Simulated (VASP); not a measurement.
# ZnS (F-43m) in VASP: further runs, part 2 of 2

VASP 6.6.1. Earlier steps stand in the parts before.

## Step 3: Single point, PBE

This run uses another cell than the first one, of 19.73 Å³/atom.

INCAR

```
  PREC = Accurate
  ENCUT = 520
  EDIFF = 1E-7
  ISMEAR = -1
  SIGMA = 0.05
  LREAL = False
  LASPH = True
  NELM = 80
  ALGO = Normal
  ISIF = 2
  LWAVE = False
  LCHARG = False
  GGA = PE
  NBANDS = 16
```

KPOINTS

```
regular mesh
0
Gamma
  5 5 5
```

POSCAR

```
ZnS
1.0
    0.0000000000      2.7020000000      2.7020000000
    2.7020000000      0.0000000000      2.7020000000
    2.7020000000      2.7020000000      0.0000000000
Zn S
1 1
Direct
    0.7500000000      0.7500000000      0.7500000000
    0.0000000000      0.0000000000      0.0000000000
```

Potentials or basis: VASP PAW PBE potentials, release 64 (Zn, S).

Launch:

```sh
$ cat potpaw_PBE.64/Zn/POTCAR potpaw_PBE.64/S/POTCAR > POTCAR
$ mpirun -np 1 vasp_std > vasp.out
```

OUTCAR:

```text
PREC = Accurate
   ENCUT = 520
   EDIFF = 1E-7
   ISMEAR = -1
   LREAL = False
   LASPH = True
   NELM = 80
   ISIF = 2
   GGA = PE

 ion  position               nearest neighbor table
   1  0.750  0.750  0.750-   2 2.34   2 2.34   2 2.34   2 2.34
   2  0.000  0.000  0.000-   1 2.34   1 2.34   1 2.34   1 2.34

  LATTYP: Found a face centered cubic cell.
 ALAT       =     5.4040000000

  Lattice vectors:

 A1 = (   0.0000000000,   2.7020000000,   2.7020000000)
 A2 = (   2.7020000000,   0.0000000000,   2.7020000000)
 A3 = (   2.7020000000,   2.7020000000,   0.0000000000)

Analysis of symmetry for initial positions (statically):
=====================================================================
 Subroutine PRICEL returns:
 Original cell was already a primitive cell.

 Routine SETGRP: Setting up the symmetry group for a
 face centered cubic supercell.

 Subroutine GETGRP returns: Found 24 space group operations
 (whereof 24 operations were pure point group operations)
 out of a pool of 48 trial point group operations.

The static configuration has the point symmetry T_d .

Analysis of symmetry for dynamics (positions and initial velocities):
=====================================================================
 Subroutine PRICEL returns:
 Original cell was already a primitive cell.

 Routine SETGRP: Setting up the symmetry group for a
 face centered cubic supercell.

 Subroutine GETGRP returns: Found 24 space group operations
 (whereof 24 operations were pure point group operations)
 out of a pool of 48 trial point group operations.

The dynamic configuration has the point symmetry T_d .

 Subroutine INISYM returns: Found 24 space group operations
 (whereof 24 operations are pure point group operations),
 and found     1 'primitive' translations

----------------------------------------------------------------------------------------

                                     Primitive cell

  volume of cell :      39.4535

  direct lattice vectors                    reciprocal lattice vectors
     0.000000000  2.702000000  2.702000000    -0.185048113  0.185048113  0.185048113
     2.702000000  0.000000000  2.702000000     0.185048113 -0.185048113  0.185048113
     2.702000000  2.702000000  0.000000000     0.185048113  0.185048113 -0.185048113

  length of vectors
     3.821205046  3.821205046  3.821205046     0.320512733  0.320512733  0.320512733

  position of ions in fractional coordinates (direct lattice)
     0.750000000  0.750000000  0.750000000
     0.000000000  0.000000000  0.000000000

  ion indices of the primitive-cell ions
   primitive index   ion index
                 1           1
                 2           2

----------------------------------------------------------------------------------------

 KPOINTS: regular mesh

Automatic generation of k-mesh.
 Grid dimensions read from file:
 generate k-points for:    5    5    5

 Generating k-lattice:

  Cartesian coordinates                     Fractional coordinates (reciprocal lattice)
    -0.037009623  0.037009623  0.037009623     0.200000000  0.000000000  0.000000000
     0.037009623 -0.037009623  0.037009623     0.000000000  0.200000000  0.000000000
     0.037009623  0.037009623 -0.037009623     0.000000000  0.000000000  0.200000000

  Length of vectors
     0.064102547  0.064102547  0.064102547

  Shift w.r.t. Gamma in fractional coordinates (k-lattice)
     0.000000000  0.000000000  0.000000000

 Subroutine IBZKPT returns following result:
 ===========================================

 Found     10 irreducible k-points:

 Following reciprocal coordinates:
            Coordinates               Weight
  0.000000  0.000000  0.000000      1.000000
  0.200000  0.000000  0.000000      8.000000
  0.400000  0.000000  0.000000      8.000000
  0.200000  0.200000  0.000000      6.000000
  0.400000  0.200000  0.000000     24.000000
 -0.400000  0.200000  0.000000     24.000000
 -0.200000  0.200000  0.000000     12.000000
  0.400000  0.400000  0.000000      6.000000
 -0.400000  0.400000  0.000000     12.000000
 -0.400000  0.400000  0.200000     24.000000
   k-points           NKPTS =     10   k-points in BZ     NKDIM =     10   number of bands    NBANDS=     16
   number of dos      NEDOS =    301   number of ions     NIONS =      2
   total plane-waves  NPLWV =  21952
   dimension x,y,z NGX =    28 NGY =   28 NGZ =   28
   dimension x,y,z NGXF=    56 NGYF=   56 NGZF=   56
   ions per type =               1   1
   NGX,Y,Z   is equivalent  to a cutoff of  12.18, 12.18, 12.18 a.u.
   NGXF,Y,Z  is equivalent  to a cutoff of  24.36, 24.36, 24.36 a.u.
 SYSTEM =  unknown system
   PREC   = accura    normal or accurate (medium, high low for compatibility)
   ISTART =      0    job   : 0-new  1-cont  2-samecut
   ICHARG =      2    charge: 1-file 2-atom 10-const
   ISPIN  =      1    spin polarized calculation?
   LNONCOLLINEAR =      F non collinear calculations
   LSORBIT =      F    spin-orbit coupling
   LASPH  =      T    aspherical Exc in radial PAW
   ENCUT  =  520.0 eV  38.22 Ry    6.18 a.u.   7.10  7.10  7.10*2*pi/ulx,y,z
   NELM   =     80;   NELMIN=  2; NELMDL= -5     # of ELM steps
   EDIFF  = 0.1E-06   stopping-criterion for ELM
   LREAL  =      F    real-space projection
   EDIFFG = 0.1E-05   stopping-criterion for IOM
   NSW    =      0    number of steps for IOM
   IBRION =     -1    ionic relax: 0-MD 1-quasi-New 2-CG
   NFREE  =      0    steps in history (QN), initial steepest desc. (CG)
   ISIF   =      2    stress and relaxation
   ISYM   =      2    0-nonsym 1-usesym 2-fastsym
   POTIM  = 0.5000    time-step for ionic-motion
   TEBEG  =    0.0;   TEEND  =   0.0 temperature during run
   PSTRESS=    0.0 pullay stress
   NELECT =      18.0000    total number of electrons
   NUPDOWN=      -1.0000    fix difference up-down
   EMIN   =  10.00;   EMAX   =-10.00  energy-range for DOS
   EFERMI =   0.00;   METHOD = LEGACY
   ISMEAR =    -1;   SIGMA  =   0.05  broadening in eV -4-tet -1-fermi 0-gaus
   EFERMI_NEDOS =   21; number of points for ismear=-14 and -15
   IALGO  =     38    algorithm
   IMIX   =      4    mixing-type and parameters
     AMIX     =   0.40;   BMIX     =  1.00
     AMIX_MAG =   1.60;   BMIX_MAG =  1.00
  volume/ion in A,a.u.               =      19.73       133.12
  Fermi-wavevector in a.u.,A,eV,Ry     =   1.260290  2.381602 21.610537  1.588330
  Thomas-Fermi vector in A             =   2.393807
   LORBIT       =      0    0 simple, 1 ext, 2 COOP (PROOUT), +10 PAW based schemes
   GGA     = PE    functional components
   LHFCALC =     F    Hartree Fock is set to
   AEXX    =    0.0000 exact exchange contribution
   IVDW    =     0    specifies the selected vdW correction
   LEPSILON=     F    determine dielectric tensor
   LRPA    =     F    only Hartree local field effects (RPA)
 non-spin polarized calculation
  energy-cutoff  :      520.00
  volume of cell :       39.45
 maximum number of plane-waves:      1073
   NGX = 15   NGY = 15   NGZ = 15

 number of electron      18.0000000 magnetization

 Free energy of the ion-electron system (eV)
  ---------------------------------------------------
  ext. energy  EPLUGINS =         0.00000000
  ---------------------------------------------------
  free energy    TOTEN  =        -6.83582112 eV

  energy without entropy =       -6.83582112  energy(sigma->0) =       -6.83582112

 E-fermi :   3.1435     XC(G=0):  -9.6267

 val. band max:        2.1143997905   @ k =   0.0000   0.0000   0.0000
 cond. band min:       4.2260723149   @ k =   0.0000   0.0000   0.0000
 fundamental gap:      2.1116725244
 Fermi energy:         3.1435253934

 k-point     1 :       0.0000    0.0000    0.0000
  band No.  band energies     occupation
      1     -11.0255      2.00000
      2      -4.2308      2.00000
      3      -4.2308      2.00000
      4      -4.2308      2.00000
      5      -3.7334      2.00000
      6      -3.7334      2.00000
[... 8 lines left out ...]
     15      13.8736      0.00000
     16      13.9822      0.00000
[... 153 lines left out ...]
 k-point    10 :      -0.4000    0.4000    0.2000
  band No.  band energies     occupation
      1      -9.8682      2.00000
      2      -4.1076      2.00000
      3      -4.0035      2.00000
      4      -3.8414      2.00000
      5      -3.7185      2.00000
      6      -3.4992      2.00000
[... 8 lines left out ...]
     15      15.4529      0.00000
     16      17.5778      0.00000

------------------------ aborting loop because EDIFF is reached ----------------------------------------

  FORCE on cell =-STRESS in cart. coord.  units (eV):
  Direction    XX          YY          ZZ          XY          YZ          ZX
  --------------------------------------------------------------------------------------
  -------------------------------------------------------------------------------------
  Total        0.4529857      0.4529857      0.4529857     -0.0000000      0.0000000      0.0000000
  in kB       18.3953933     18.3953933     18.3953933     -0.0000000      0.0000000      0.0000000
  external PRESSURE =      18.3953933 kB  Pullay stress =       0.0000000 kB

 VOLUME and BASIS-vectors are now :
 -----------------------------------------------------------------------------
  energy-cutoff  :      520.00
  volume of cell :       39.45
      direct lattice vectors                 reciprocal lattice vectors
     0.000000000  2.702000000  2.702000000    -0.185048113  0.185048113  0.185048113
     2.702000000  0.000000000  2.702000000     0.185048113 -0.185048113  0.185048113
     2.702000000  2.702000000  0.000000000     0.185048113  0.185048113 -0.185048113

 POSITION                                       TOTAL-FORCE (eV/Angst)
 -----------------------------------------------------------------------------------
      4.05300      4.05300      4.05300        -0.000000     -0.000000     -0.000000
      0.00000      0.00000      0.00000         0.000000      0.000000      0.000000
 -----------------------------------------------------------------------------------
    total drift:                                0.000001      0.000001      0.000001

  FREE ENERGIE OF THE ION-ELECTRON SYSTEM (eV)
  ---------------------------------------------------
  free  energy   TOTEN  =        -6.8358211245 eV

  energy  without entropy=       -6.8358211244  energy(sigma->0) =       -6.83582112
```

OSZICAR:

```text
N       E                     dE             d eps       ncg     rms          rms(c)
DAV:   1     0.781835708033E+02    0.78184E+02   -0.85764E+03   328   0.132E+03
DAV:   2    -0.236477416974E+01   -0.80548E+02   -0.74402E+02   368   0.255E+02
DAV:   3    -0.722362526583E+01   -0.48589E+01   -0.48320E+01   400   0.584E+01
DAV:   4    -0.726705339616E+01   -0.43428E-01   -0.43421E-01   384   0.571E+00
DAV:   5    -0.726749698960E+01   -0.44359E-03   -0.44357E-03   408   0.567E-01    0.684E+00
DAV:   6    -0.685676124868E+01    0.41074E+00   -0.73891E-01   472   0.301E+01    0.535E+00
DAV:   7    -0.683603048162E+01    0.20731E-01   -0.25567E-01   368   0.452E+00    0.273E+00
DAV:   8    -0.683539854218E+01    0.63194E-03   -0.52800E-03   432   0.870E-01    0.733E-01
DAV:   9    -0.683565565052E+01   -0.25711E-03   -0.12656E-03   352   0.286E-01    0.970E-02
DAV:  10    -0.683582884177E+01   -0.17319E-03   -0.23393E-04   368   0.136E-01    0.465E-02
DAV:  11    -0.683582040527E+01    0.84365E-05   -0.34644E-05   392   0.777E-02    0.801E-03
DAV:  12    -0.683582101856E+01   -0.61330E-06   -0.40015E-06   400   0.197E-02    0.480E-03
DAV:  13    -0.683582113196E+01   -0.11340E-06   -0.75271E-07   376   0.717E-03    0.281E-03
DAV:  14    -0.683582112448E+01    0.74788E-08   -0.37529E-08   272   0.160E-03
   1 F= -.68358211E+01 E0= -.68358211E+01  d E =-.673253E-10
```

stdout:

```text
POSCAR found type information on POSCAR ZnS
 POSCAR found :  2 types and       2 ions
 scaLAPACK will be used
 LDA part: xc-table for (Slater+PW92), standard interpolation
 POSCAR, INCAR and KPOINTS ok, starting setup
 FFT: planning ... GRIDC
 FFT: planning ... GRID_SOFT
 FFT: planning ... GRID
 WAVECAR not read
 entering main loop
```

It took 7.1 s on 1 thread of AMD EPYC 7R43 (Zen 3), shared host; peak memory 0.11 GiB.

What came out:

* Free energy: -6.8358 eV
* Pressure: 1.8 GPa
* Band gap on the k mesh: 2.11 eV

Levels at points of the mesh, in eV from the valence-band top:
| k point | band 6 | band 7 | band 8 | band 9 | band 10 | band 11 | band 12 | band 13 |
| --- | --- | --- | --- | --- | --- | --- | --- | --- |
| (0.00, 0.00, 0.00) | -5.85 | 0.00 | 0.00 | 0.00 | 2.11 | 6.39 | 6.39 | 6.39 |

## Step 4: Single point, PBE-based global hybrid with 10 % exact exchange

This run uses another cell than the first one, of 19.73 Å³/atom.

POSCAR is that of step 3.

INCAR.step1

```
PREC = Accurate
ENCUT = 520
EDIFF = 1E-5
ISMEAR = -1
SIGMA = 0.05
LREAL = F
LASPH = T
NELM = 80
ALGO = Normal
ISIF = 2
LWAVE = T
LCHARG = F
NBANDS = 16
GGA = PE
```

INCAR.step2

```
PREC = Accurate
ENCUT = 520
EDIFF = 1E-6
ISMEAR = -1
SIGMA = 0.05
LREAL = F
LASPH = T
NELM = 80
ALGO = Normal
ISIF = 2
LWAVE = F
LCHARG = F
GGA = PE
LHFCALC = T
AEXX = 0.1
PRECFOCK = Normal
NBANDS = 16
ISTART = 1
```

KPOINTS is that of step 3.

Launch:

```sh
$ cat potpaw_PBE.64/Zn/POTCAR potpaw_PBE.64/S/POTCAR > POTCAR
$ cp INCAR.step1 INCAR
$ mpirun -np 1 vasp_std > vasp.out
$ cp INCAR.step2 INCAR
$ mpirun -np 1 vasp_std > vasp.out
```

Run time: 13 min. Hardware: 1 thread of AMD EPYC 7R43 (Zen 3), shared host; peak memory 0.13 GiB.

Results (log left out):

```yaml
Free_energy: -7.6564 eV
Pressure: 1.3 GPa
Band_gap_on_the_k_mesh: 2.87 eV
```

Levels at points of the mesh, in eV from the valence-band top:
```tsv
k point	band 6	band 7	band 8	band 9	band 10	band 11	band 12	band 13
(0.00, 0.00, 0.00)	-6.48	0.00	0.00	0.00	2.87	7.20	7.20	7.20
```

Caveat: the PAW data sets were made with another functional, which shifts forces and pressure a little.

## Step 5: Single point, PBE-based global hybrid with 15 % exact exchange

This run uses another cell than the first one, of 19.73 Å³/atom.

POSCAR is that of step 4.

INCAR.step1

```
PREC = Accurate ; ENCUT = 520
EDIFF = 1E-5 ; ISMEAR = -1
SIGMA = 0.05 ; LREAL = False
LASPH = True ; NELM = 100
ALGO = Normal ; ISIF = 2
LWAVE = True ; NBANDS = 16
GGA = PE
```

INCAR.step2

```
PREC = Accurate ; ENCUT = 520
EDIFF = 1E-6 ; ISMEAR = -1
SIGMA = 0.05 ; LREAL = False
LASPH = True ; NELM = 100
ALGO = Normal ; ISIF = 2
LWAVE = False ; LCHARG = True
GGA = PE ; LHFCALC = True
AEXX = 0.15 ; PRECFOCK = Normal
LELF = True ; LVHAR = True
NBANDS = 16 ; ISTART = 1
```

KPOINTS is that of step 4.

Launch:

```sh
$ cat potpaw_PBE.64/Zn/POTCAR potpaw_PBE.64/S/POTCAR > POTCAR
$ cp INCAR.step1 INCAR
$ mpirun -np 1 vasp_std > vasp.out
$ cp INCAR.step2 INCAR
$ mpirun -np 1 vasp_std > vasp.out
```

Wall time 20 min (1 thread of AMD EPYC 7R43 (Zen 3), shared host); peak memory 0.13 GiB.

The run converged. Its results:

| Quantity | Value |
| --- | --- |
| Free energy | -8.0776 eV |
| Pressure | 1.1 GPa |
| Band gap on the k mesh | 3.25 eV |

Levels at points of the mesh, in eV from the valence-band top:
| k point | band 5 | band 6 | band 7 | band 8 | band 9 | band 10 | band 11 | band 12 | band 13 | band 14 |
| --- | --- | --- | --- | --- | --- | --- | --- | --- | --- | --- |
| (0.00, 0.00, 0.00) | -6.80 | -6.80 | 0.00 | 0.00 | 0.00 | 3.25 | 7.61 | 7.61 | 7.61 | 13.08 |

Caveat: the PAW data sets were made with another functional, which shifts forces and pressure a little.

## Step 6: Single point, PBE-based screened hybrid with 25 % exact exchange

This run uses another cell than the first one, of 19.73 Å³/atom.

POSCAR is that of step 5.

INCAR.step1

```
ALGO = Normal ; EDIFF = 1E-5
ENCUT = 520 ; GGA = PE
ISIF = 2 ; ISMEAR = -1
LASPH = True ; LCHARG = False
LREAL = False ; LWAVE = True
NBANDS = 16 ; NELM = 60
PREC = Accurate ; SIGMA = 0.05
```

INCAR.step2

```
AEXX = 0.25 ; ALGO = Normal
EDIFF = 1E-6 ; ENCUT = 520
GGA = PE ; HFSCREEN = 0.3
ISIF = 2 ; ISMEAR = -1
ISTART = 1 ; LASPH = True
LCHARG = False ; LHFCALC = True
LREAL = False ; LWAVE = False
NBANDS = 16 ; NELM = 60
PREC = Accurate ; PRECFOCK = Normal
SIGMA = 0.05
```

KPOINTS

```
k-points
0
Gamma
  5 5 5
```

Potentials or basis: VASP PAW PBE potentials, release 64 (Zn, S).

Launch:

```sh
$ cat potpaw_PBE.64/Zn/POTCAR potpaw_PBE.64/S/POTCAR > POTCAR
$ cp INCAR.step1 INCAR
$ mpirun -np 1 vasp_std > vasp.out
$ cp INCAR.step2 INCAR
$ mpirun -np 1 vasp_std > vasp.out
```

It took 11 min on 1 thread of Intel Xeon Platinum 8488C (Sapphire Rapids), shared host; peak memory 0.26 GiB.

The run converged. Its results:

```
Free energy            : -8.1431 eV
Pressure               : 1.1 GPa
Band gap on the k mesh : 3.12 eV
```

Levels at points of the mesh, in eV from the valence-band top:
```csv
k point,band 6,band 7,band 8,band 9,band 10,band 11,band 12,band 13
"(0.00, 0.00, 0.00)",-7.34,0.00,0.00,0.00,3.12,7.45,7.45,7.45
```

Caveat: the PAW data sets were made with another functional, which shifts forces and pressure a little.

## Step 7: The runs side by side

| level | spin | cell | k mesh | smearing | grid for exact exchange (PRECFOCK) | share of exact exchange | screening parameter | gap on the mesh (eV) | pressure (GPa) |
| --- | --- | --- | --- | --- | --- | --- | --- | --- | --- |
| PBE | collinear | a = 3.896 Å, angles 60.0°, 2 atoms | 9 × 9 × 9 | tetrahedron | - | - | - | 1.86 | -2.2 |
| PBE | off | a = 3.821 Å, angles 60.0°, 2 atoms | 5 × 5 × 5 | fermi-dirac 0.05 eV | - | - | - | 2.11 | 1.8 |
| PBE-based global hybrid with 10 % exact exchange | off | a = 3.821 Å, angles 60.0°, 2 atoms | 5 × 5 × 5 | fermi-dirac 0.05 eV | Normal | 0.1 | - | 2.87 | 1.3 |
| PBE-based global hybrid with 15 % exact exchange | off | a = 3.821 Å, angles 60.0°, 2 atoms | 5 × 5 × 5 | fermi-dirac 0.05 eV | Normal | 0.15 | - | 3.25 | 1.1 |
| PBE-based screened hybrid with 25 % exact exchange | off | a = 3.821 Å, angles 60.0°, 2 atoms | 5 × 5 × 5 | fermi-dirac 0.05 eV | Normal | 0.25 | 0.3 1/Å | 3.12 | 1.1 |

Alike in all rows: task single point; potentials or basis VASP PAW PBE potentials, release 64 (Zn, S); cutoff (eV) 520.

Caveats: the PAW data sets were made with another functional, which shifts forces and pressure a little (at least some runs).

Total energies depend on the potentials used, so only differences within one code and one set of settings carry meaning.
